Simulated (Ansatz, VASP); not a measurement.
**BN in VASP and in Ansatz**

Contents of POSCAR:

```
BN
1.0
    0.0000000000      1.8227362959      1.8227362959
    1.8227362959      0.0000000000      1.8227362959
    1.8227362959      1.8227362959      0.0000000000
B N
1 1
Direct
    0.0000000000      0.0000000000      0.0000000000
    0.2500000000      0.2500000000      0.2500000000
```

File INCAR.step1:

```
ALGO = Normal
EDIFF = 1E-4
ENCUT = 520
GGA = PE
ISMEAR = 0
LASPH = T
LCHARG = F
LREAL = F
LWAVE = T
NBANDS = 11
NELM = 60
PREC = Accurate
SIGMA = 0.02
```

The input INCAR.step2:

```
ALGO = Normal
EDIFF = 1E-6
ENCUT = 520
ISIF = 2
ISMEAR = 0
ISTART = 1
LASPH = T
LCHARG = F
LMIXTAU = T
LREAL = F
LWAVE = F
METAGGA = R2SCAN
NBANDS = 11
NELM = 60
PREC = Accurate
SIGMA = 0.02
```

The input KPOINTS:

```
k-points
0
Gamma
  12 12 12
```

Input for Ansatz:

```yaml
crystal:
  lattice:
    - [0.0, 1.8227362959, 1.8227362959]
    - [1.8227362959, 0.0, 1.8227362959]
    - [1.8227362959, 1.8227362959, 0.0]
  atoms:
    - { symbol: B, position: [0.0, 0.0, 0.0] }
    - { symbol: "N", position: [0.25, 0.25, 0.25] }
basis:
  ecutwfc: 500
kpoints:
  mp_grid: { grid: [12, 12, 12] }
hamiltonian:
  xc: r2scan
scf:
  occupations: { method: gaussian, width: 0.02 }
output:
  forces: true
  stress: true
  eigenvalues: true
```

Alike in both runs: task single point; functional r2SCAN; k mesh 12 × 12 × 12; occupations gaussian, width 0.02 eV; no spin polarisation.

```csv
,VASP,Ansatz
version,VASP 6.6.1,Ansatz 0.2.0
potentials or method,"VASP PAW PBE potentials, release 64 (B, N), cutoff 520 eV","scalar-relativistic, plane waves, PAW"
valence electrons in the cell,8,8
```

|  | VASP | Ansatz | Ansatz less VASP |
| --- | --- | --- | --- |
| gap on the k mesh at the Fermi level (eV) | 4.94 | 4.96 | +0.019 |
| least direct gap on the mesh (eV) | 9.40 | 9.44 | +0.036 |
| pressure (GPa) | -10.0 | -11.0 | -1.01 |

VASP's potentials were made for PBE, not for r2SCAN. The functional is the same, so the differences come from potentials, cutoffs and numerics.
